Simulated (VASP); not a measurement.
Write the native input for VASP 6.6.1 that does the following.

```
Task                   : relaxation of cell and atoms
Functional             : PBE
Potentials or basis    : VASP PAW PBE potentials, release 64 (Se)
Cutoff                 : 600 eV
k mesh                 : 18 × 18 × 16
Occupations            : fermi-dirac, width 0.08 eV
Spin                   : no spin polarisation
Target pressure        : 130 GPa
Dipole correction      : no
Further INCAR settings : ALGO = Normal; EDIFF = 1e-07; IBRION = 2; EDIFFG = -0.005; NSW = 60; ISIF = 3
```

The structure of Se lies in POSCAR:

```
Se
1.0
    2.4615220168      0.0000000000      0.0000000000
   -1.2307610084      2.1317405985      0.0000000000
    0.0000000000      0.0000000000      2.3138306958
Se
1
Direct
    0.0000000000      0.0000000000      0.0000000000
```

These files were run (other wordings do the same):

INCAR

```
PREC = Accurate
ENCUT = 600
EDIFF = 1E-7
ISMEAR = -1
SIGMA = 0.08
LREAL = F
LASPH = T
NELM = 60
ALGO = Normal
ISIF = 3
LWAVE = F
LCHARG = F
GGA = PE
IBRION = 2
NSW = 60
EDIFFG = -0.005
PSTRESS = 1300.0
```

KPOINTS

```
regular mesh
0
Gamma
  18 18 16
```

Potentials or basis: VASP PAW PBE potentials, release 64 (Se).

Run with:

```console
$ cat potpaw_PBE.64/Se/POTCAR > POTCAR
$ mpirun -np 1 vasp_std > vasp.out
```

It gave:

```yaml
Relaxed_volume: 12.53 Å³/atom
Relaxed_cell: a = 2.498 Å, b = 2.498 Å, c = 2.319 Å, α = 90.00°, β = 90.00°, γ = 120.00°
Space_group_after_relaxing_to_0.05_Å: P6/mmm (No. 191)
Energy_change_on_relaxing_the_enthalpy_is_what_falls: -339.6 meV/atom
Ionic_steps: 8
Pressure_after_relaxing: 130.0 GPa
Band_gap_on_the_k_mesh: zero (band 3 reaches 21.75 eV, above the bottom of band 4 at 7.15 eV)
```

Caveat: the cell is relaxed towards a set pressure, so the enthalpy falls and the energy may rise.

It took 2.4 min on 1 thread of AMD EPYC 7R43 64-Core Processor (Zen 3), on a shared host, peak memory 0.12 GiB.
